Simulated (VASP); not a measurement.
# Mg (Im-3m) in VASP: further runs

The runs below take Mg through single point, with LDA.

All numbers are computed with VASP 6.6.1; they aren't measurements. Logs are shortened: lines on timing, memory, paths and dates and some standing lists are left out, and cuts for length are marked.

### Step 1. The cell of the first run

The structure is cubic, space group Im-3m (No. 229). The conventional cell has a = 2.959 Å, b = 2.959 Å, c = 2.959 Å, α = 90.00°, β = 90.00°, γ = 90.00°. Mg (site symmetry m-3m) has 14 Mg at 2.56 to 2.96 Å within 3.4 Å.

### Step 2. Single point, LDA (volume scaled by 0.6)

The input, INCAR:

```
  PREC = Accurate
  ENCUT = 520
  EDIFF = 1E-6
  ISMEAR = -1
  SIGMA = 0.08
  LREAL = False
  LASPH = True
  NELM = 60
  ALGO = Normal
  ISIF = 2
  LWAVE = False
  LCHARG = False
  NBANDS = 7
```

The input, KPOINTS:

```
regular mesh
0
Gamma
  15 15 15
```

The input, POSCAR:

```
Mg
1.0
   -1.4792818509      1.4792818509      1.4792818509
    1.4792818509     -1.4792818509      1.4792818509
    1.4792818509      1.4792818509     -1.4792818509
Mg
1
Direct
    0.0000000000      0.0000000000      0.0000000000
```

Potentials or basis: VASP PAW LDA potentials, release 64 (Mg).

Launch:

```console
> cat potpaw_LDA.64/Mg/POTCAR > POTCAR
> mpirun -np 1 vasp_std > vasp.out
```

OUTCAR:

```text
PREC = Accurate
   ENCUT = 520
   EDIFF = 1E-6
   ISMEAR = -1
   LREAL = False
   LASPH = True
   NELM = 60
   ISIF = 2

 ion  position               nearest neighbor table
   1  0.000  0.000  0.000-

  LATTYP: Found a body centered cubic cell.
 ALAT       =     2.9585637018

  Lattice vectors:

 A1 = (  -1.4792818509,   1.4792818509,   1.4792818509)
 A2 = (   1.4792818509,  -1.4792818509,   1.4792818509)
 A3 = (   1.4792818509,   1.4792818509,  -1.4792818509)

Analysis of symmetry for initial positions (statically):
=====================================================================
 Subroutine PRICEL returns:
 Original cell was already a primitive cell.

 Routine SETGRP: Setting up the symmetry group for a
 body centered cubic supercell.

 Subroutine GETGRP returns: Found 48 space group operations
[... 9 lines left out ...]

 Routine SETGRP: Setting up the symmetry group for a
 body centered cubic supercell.

 Subroutine GETGRP returns: Found 48 space group operations
[... 11 lines left out ...]
                                     Primitive cell

  volume of cell :      12.9483

  direct lattice vectors                    reciprocal lattice vectors
    -1.479281851  1.479281851  1.479281851     0.000000000  0.338001848  0.338001848
     1.479281851 -1.479281851  1.479281851     0.338001848  0.000000000  0.338001848
     1.479281851  1.479281851 -1.479281851     0.338001848  0.338001848  0.000000000

  length of vectors
     2.562191324  2.562191324  2.562191324     0.478006798  0.478006798  0.478006798

  position of ions in fractional coordinates (direct lattice)
     0.000000000  0.000000000  0.000000000

  ion indices of the primitive-cell ions
   primitive index   ion index
                 1           1

----------------------------------------------------------------------------------------

 KPOINTS: regular mesh

Automatic generation of k-mesh.
 Grid dimensions read from file:
 generate k-points for:   15   15   15

 Generating k-lattice:

  Cartesian coordinates                     Fractional coordinates (reciprocal lattice)
     0.000000000  0.022533457  0.022533457     0.066666667  0.000000000  0.000000000
     0.022533457  0.000000000  0.022533457     0.000000000  0.066666667  0.000000000
     0.022533457  0.022533457  0.000000000     0.000000000  0.000000000  0.066666667

  Length of vectors
     0.031867120  0.031867120  0.031867120

  Shift w.r.t. Gamma in fractional coordinates (k-lattice)
     0.000000000  0.000000000  0.000000000

 Subroutine IBZKPT returns following result:
 ===========================================

 Found    120 irreducible k-points:

 Following reciprocal coordinates:
            Coordinates               Weight
  0.000000  0.000000  0.000000      1.000000
  0.066667  0.000000  0.000000     12.000000
  0.133333  0.000000  0.000000     12.000000
  0.200000  0.000000  0.000000     12.000000
  0.266667  0.000000  0.000000     12.000000
  0.333333  0.000000  0.000000     12.000000
[... 16 lines left out ...]
  0.333333  0.200000  0.000000     48.000000
  0.400000  0.200000  0.000000     24.000000
 [... further k-points ...]
   k-points           NKPTS =    120   k-points in BZ     NKDIM =    120   number of bands    NBANDS=      7
   number of dos      NEDOS =    301   number of ions     NIONS =      1
   total plane-waves  NPLWV =   8000
   dimension x,y,z NGX =    20 NGY =   20 NGZ =   20
   dimension x,y,z NGXF=    40 NGYF=   40 NGZF=   40
   ions per type =               1
   NGX,Y,Z   is equivalent  to a cutoff of  12.98, 12.98, 12.98 a.u.
   NGXF,Y,Z  is equivalent  to a cutoff of  25.95, 25.95, 25.95 a.u.
 SYSTEM =  unknown system
   PREC   = accura    normal or accurate (medium, high low for compatibility)
   ISTART =      0    job   : 0-new  1-cont  2-samecut
   ICHARG =      2    charge: 1-file 2-atom 10-const
   ISPIN  =      1    spin polarized calculation?
   LNONCOLLINEAR =      F non collinear calculations
   LSORBIT =      F    spin-orbit coupling
   LASPH  =      T    aspherical Exc in radial PAW
   ENCUT  =  520.0 eV  38.22 Ry    6.18 a.u.   4.76  4.76  4.76*2*pi/ulx,y,z
   NELM   =     60;   NELMIN=  2; NELMDL= -5     # of ELM steps
   EDIFF  = 0.1E-05   stopping-criterion for ELM
   LREAL  =      F    real-space projection
   EDIFFG = 0.1E-04   stopping-criterion for IOM
   NSW    =      0    number of steps for IOM
   IBRION =     -1    ionic relax: 0-MD 1-quasi-New 2-CG
   NFREE  =      0    steps in history (QN), initial steepest desc. (CG)
   ISIF   =      2    stress and relaxation
   ISYM   =      2    0-nonsym 1-usesym 2-fastsym
   POTIM  = 0.5000    time-step for ionic-motion
   TEBEG  =    0.0;   TEEND  =   0.0 temperature during run
   PSTRESS=    0.0 pullay stress
   NELECT =       2.0000    total number of electrons
   NUPDOWN=      -1.0000    fix difference up-down
   EMIN   =  10.00;   EMAX   =-10.00  energy-range for DOS
   EFERMI =   0.00;   METHOD = LEGACY
   ISMEAR =    -1;   SIGMA  =   0.08  broadening in eV -4-tet -1-fermi 0-gaus
   EFERMI_NEDOS =   21; number of points for ismear=-14 and -15
   IALGO  =     38    algorithm
   IMIX   =      4    mixing-type and parameters
     AMIX     =   0.40;   BMIX     =  1.00
     AMIX_MAG =   1.60;   BMIX_MAG =  1.00
  volume/ion in A,a.u.               =      12.95        87.38
  Fermi-wavevector in a.u.,A,eV,Ry     =   0.878376  1.659890 10.497504  0.771545
  Thomas-Fermi vector in A             =   1.998454
   LORBIT       =      0    0 simple, 1 ext, 2 COOP (PROOUT), +10 PAW based schemes
   GGA     = CA    functional components
   LHFCALC =     F    Hartree Fock is set to
   AEXX    =    0.0000 exact exchange contribution
   IVDW    =     0    specifies the selected vdW correction
   LEPSILON=     F    determine dielectric tensor
   LRPA    =     F    only Hartree local field effects (RPA)
 non-spin polarized calculation
  energy-cutoff  :      520.00
  volume of cell :       12.95
 maximum number of plane-waves:       370
   NGX =  9   NGY =  9   NGZ =  9

 number of electron       2.0000000 magnetization

 Free energy of the ion-electron system (eV)
  ---------------------------------------------------
  ext. energy  EPLUGINS =         0.00000000
  ---------------------------------------------------
  free energy    TOTEN  =        -0.83719288 eV

  energy without entropy =       -0.83136818  energy(sigma->0) =       -0.83428053

 E-fermi :   6.3274     XC(G=0): -10.7384

 val. band max:        6.3084885184   @ k =  -0.4667  -0.4667   0.1333
 cond. band min:       6.3443314367   @ k =   0.4000   0.1333   0.0000
 fundamental gap:      0.0358429183
 Fermi energy:         6.3273833386

 k-point     1 :       0.0000    0.0000    0.0000
  band No.  band energies     occupation
      1      -3.4480      2.00000
      2      23.5477      0.00000
      3      23.5477      0.00000
      4      23.5477      0.00000
      5      26.4030      0.00000
      6      26.4030      0.00000
      7      28.3270      0.00000

 k-point     2 :       0.0667    0.0000    0.0000
  band No.  band energies     occupation
      1      -3.2939      2.00000
      2      22.1726      0.00000
      3      22.7756      0.00000
      4      23.3658      0.00000
      5      25.3176      0.00000
      6      25.5049      0.00000
      7      29.2578      0.00000

 k-point     3 :       0.1333    0.0000    0.0000
  band No.  band energies     occupation
      1      -2.8346      2.00000
      2      19.1978      0.00000
      3      21.3693      0.00000
      4      22.9269      0.00000
      5      24.2323      0.00000
      6      25.0809      0.00000
      7      30.2124      0.00000

 k-point     4 :       0.2000    0.0000    0.0000
  band No.  band energies     occupation
      1      -2.0778      2.00000
      2      16.1329      0.00000
      3      20.0156      0.00000
      4      22.4130      0.00000
      5      23.1262      0.00000
      6      24.9574      0.00000
      7      30.3891      0.00000

 k-point     5 :       0.2667    0.0000    0.0000
  band No.  band energies     occupation
      1      -1.0366      2.00000
      2      13.2380      0.00000
      3      18.8809      0.00000
      4      21.9420      0.00000
      5      22.2435      0.00000
      6      24.6557      0.00000
      7      30.9184      0.00000

 k-point     6 :       0.3333    0.0000    0.0000
  band No.  band energies     occupation
      1       0.2716      2.00000
      2      10.5553      0.00000
      3      18.0127      0.00000
      4      21.5683      0.00000
      5      21.5896      0.00000
      6      24.2282      0.00000
      7      31.6316      0.00000

 k-point     7 :       0.4000    0.0000    0.0000
  band No.  band energies     occupation
      1       1.8199      2.00000
      2       8.1024      0.00000
      3      17.4282      0.00000
      4      21.1594      0.00000
      5      21.3137      0.00000
      6      23.8389      0.00000
      7      32.0808      0.00000

 k-point     8 :       0.4667    0.0000    0.0000
  band No.  band energies     occupation
      1       3.5080      2.00000
      2       5.9660      1.97840
      3      17.1345      0.00000
      4      20.9462      0.00000
      5      21.1854      0.00000
      6      23.6142      0.00000
      7      32.3769      0.00000

 k-point     9 :       0.0667    0.0667    0.0000
  band No.  band energies     occupation
      1      -2.9872      2.00000
      2      20.4418      0.00000
      3      21.0555      0.00000
      4      23.0469      0.00000
      5      24.4928      0.00000
      6      25.8283      0.00000
      7      29.4217      0.00000

 k-point    10 :       0.1333    0.0667    0.0000
  band No.  band energies     occupation
      1      -2.3792      2.00000
      2      17.6150      0.00000
      3      19.5124      0.00000
      4      22.4700      0.00000
      5      23.9297      0.00000
      6      25.7661      0.00000
      7      29.7325      0.00000

 k-point    11 :       0.2000    0.0667    0.0000
  band No.  band energies     occupation
      1      -1.4803      2.00000
      2      14.6908      0.00000
      3      18.2958      0.00000
      4      21.8595      0.00000
      5      23.1984      0.00000
      6      25.6831      0.00000
      7      29.6481      0.00000

 k-point    12 :       0.2667    0.0667    0.0000
  band No.  band energies     occupation
      1      -0.3056      2.00000
      2      11.9307      0.00000
      3      17.3380      0.00000
      4      21.3219      0.00000
      5      22.5083      0.00000
      6      25.4852      0.00000
      7      29.9910      0.00000

 k-point    13 :       0.3333    0.0667    0.0000
  band No.  band energies     occupation
      1       1.1237      2.00000
      2       9.3781      0.00000
      3      16.6477      0.00000
      4      20.9053      0.00000
      5      21.9855      0.00000
      6      25.1945      0.00000
      7      30.6861      0.00000

 k-point    14 :       0.4000    0.0667    0.0000
  band No.  band energies     occupation
      1       2.7652      2.00000
      2       7.0688      0.00019
      3      16.2314      0.00000
      4      20.6403      0.00000
      5      21.6676      0.00000
      6      24.9575      0.00000
      7      31.3974      0.00000

 k-point    15 :       0.4667    0.0667    0.0000
  band No.  band energies     occupation
      1       4.1217      2.00000
      2       5.4909      1.99994
      3      16.0922      0.00000
      4      20.5490      0.00000
      5      21.5616      0.00000
      6      24.8692      0.00000
      7      31.7107      0.00000

 k-point    16 :       0.1333    0.1333    0.0000
  band No.  band energies     occupation
      1      -1.6291      2.00000
      2      15.7665      0.00000
      3      17.2804      0.00000
      4      21.7543      0.00000
      5      23.8769      0.00000
      6      26.4033      0.00000
      7      30.1419      0.00000

 k-point    17 :       0.2000    0.1333    0.0000
  band No.  band energies     occupation
      1      -0.5969      2.00000
      2      13.3330      0.00000
      3      15.8880      0.00000
      4      21.0453      0.00000
      5      23.6401      0.00000
      6      26.7522      0.00000
      7      29.7782      0.00000

 k-point    18 :       0.2667    0.1333    0.0000
  band No.  band energies     occupation
      1       0.6994      2.00000
      2      10.8079      0.00000
      3      15.0019      0.00000
      4      20.4541      0.00000
      5      23.2697      0.00000
      6      27.1112      0.00000
      7      29.5510      0.00000

 k-point    19 :       0.3333    0.1333    0.0000
  band No.  band energies     occupation
      1       2.2316      2.00000
      2       8.4316      0.00000
      3      14.4358      0.00000
      4      20.0331      0.00000
      5      22.9467      0.00000
      6      27.2693      0.00000
      7      29.8247      0.00000

 k-point    20 :       0.4000    0.1333    0.0000
  band No.  band energies     occupation
      1       3.8947      2.00000
      2       6.3443      0.89447
      3      14.1563      0.00000
      4      19.8143      0.00000
      5      22.7687      0.00000
      6      27.2628      0.00000
      7      30.2707      0.00000

 k-point    21 :       0.2000    0.2000    0.0000
  band No.  band energies     occupation
      1       0.5569      2.00000
      2      11.7994      0.00000
      3      13.8876      0.00000
      4      20.3011      0.00000
      5      24.0083      0.00000
      6      27.1041      0.00000
      7      30.8442      0.00000

 k-point    22 :       0.2667    0.2000    0.0000
  band No.  band energies     occupation
      1       1.9585      2.00000
      2       9.8100      0.00000
      3      12.7476      0.00000
      4      19.7292      0.00000
      5      24.1292      0.00000
      6      27.5712      0.00000
      7      30.6716      0.00000

 k-point    23 :       0.3333    0.2000    0.0000
  band No.  band energies     occupation
      1       3.5609      2.00000
      2       7.7144      0.00000
      3      12.1995      0.00000
      4      19.3717      0.00000
      5      24.0879      0.00000
      6      28.3422      0.00000
      7      30.1076      0.00000

 k-point    24 :       0.4000    0.2000    0.0000
  band No.  band energies     occupation
      1       4.8654      2.00000
      2       6.2311      1.53816
      3      12.0307      0.00000
      4      19.2503      0.00000
      5      24.0541      0.00000
      6      28.9509      0.00000
      7      29.6257      0.00000

 [... further k-points ...]
[... 5 lines left out ...]
  --------------------------------------------------------------------------------------
  -------------------------------------------------------------------------------------
  Total        4.4214969      4.4214969      4.4214969      0.0000000      0.0000000     -0.0000000
  in kB      547.1005233    547.1005233    547.1005233      0.0000000      0.0000000     -0.0000000
  external PRESSURE =     547.1005233 kB  Pullay stress =       0.0000000 kB

 VOLUME and BASIS-vectors are now :
 -----------------------------------------------------------------------------
  energy-cutoff  :      520.00
  volume of cell :       12.95
      direct lattice vectors                 reciprocal lattice vectors
    -1.479281851  1.479281851  1.479281851     0.000000000  0.338001848  0.338001848
     1.479281851 -1.479281851  1.479281851     0.338001848  0.000000000  0.338001848
     1.479281851  1.479281851 -1.479281851     0.338001848  0.338001848  0.000000000

 POSITION                                       TOTAL-FORCE (eV/Angst)
 -----------------------------------------------------------------------------------
      0.00000      0.00000      0.00000         0.000000     -0.000000     -0.000000
 -----------------------------------------------------------------------------------
    total drift:                                0.000000      0.000000     -0.000000

  FREE ENERGIE OF THE ION-ELECTRON SYSTEM (eV)
  ---------------------------------------------------
  free  energy   TOTEN  =        -0.8371928802 eV

  energy  without entropy=       -0.8313681815  energy(sigma->0) =       -0.83428053
```

It took 3.6 s on 1 thread of Intel Xeon 6975P-C (Granite Rapids), shared host; peak memory 0.12 GiB.

Results:

| Property | Result |
| --- | --- |
| Free energy | -0.8372 eV |
| Pressure | 54.7 GPa |
| Band gap on the k mesh | zero (band 1 reaches 9.43 eV, above the bottom of band 2 at 5.49 eV) |

Levels at points of the mesh, in eV from the Fermi level:
```csv
k point,band 1,band 2,band 3,band 4,band 5
"(0.00, 0.00, 0.00)",-9.78,17.22,17.22,17.22,20.08
```

### Step 3. Single point, LDA (volume scaled by 0.76)

The input, INCAR:

```
ALGO = Normal
EDIFF = 1E-6
ENCUT = 520
ISIF = 2
ISMEAR = -1
LASPH = T
LCHARG = F
LREAL = F
LWAVE = F
NBANDS = 7
NELM = 100
PREC = Accurate
SIGMA = 0.08
```

The input, KPOINTS:

```
k-points
0
Gamma
  15 15 15
```

The input, POSCAR:

```
Mg
1.0
   -1.6005590804      1.6005590804      1.6005590804
    1.6005590804     -1.6005590804      1.6005590804
    1.6005590804      1.6005590804     -1.6005590804
Mg
1
Direct
    0.0000000000      0.0000000000      0.0000000000
```

Potentials or basis: VASP PAW LDA potentials, release 64 (Mg).

Launch:

```console
> cat potpaw_LDA.64/Mg/POTCAR > POTCAR
> mpirun -np 1 vasp_std > vasp.out
```

It took 3.9 s on 1 thread of Intel Xeon 6975P-C (Granite Rapids), shared host; peak memory 0.12 GiB.

It converged, with:

- Free energy: -1.5600 eV
- Pressure: 18.2 GPa
- Band gap on the k mesh: zero (band 1 reaches 7.54 eV, above the bottom of band 2 at 3.69 eV)

Levels at points of the mesh, in eV from the Fermi level:
```csv
k point,band 1,band 2,band 3,band 4,band 5
"(0.00, 0.00, 0.00)",-8.50,15.33,15.33,15.33,17.84
```

(Continued in part 2 of 2.)
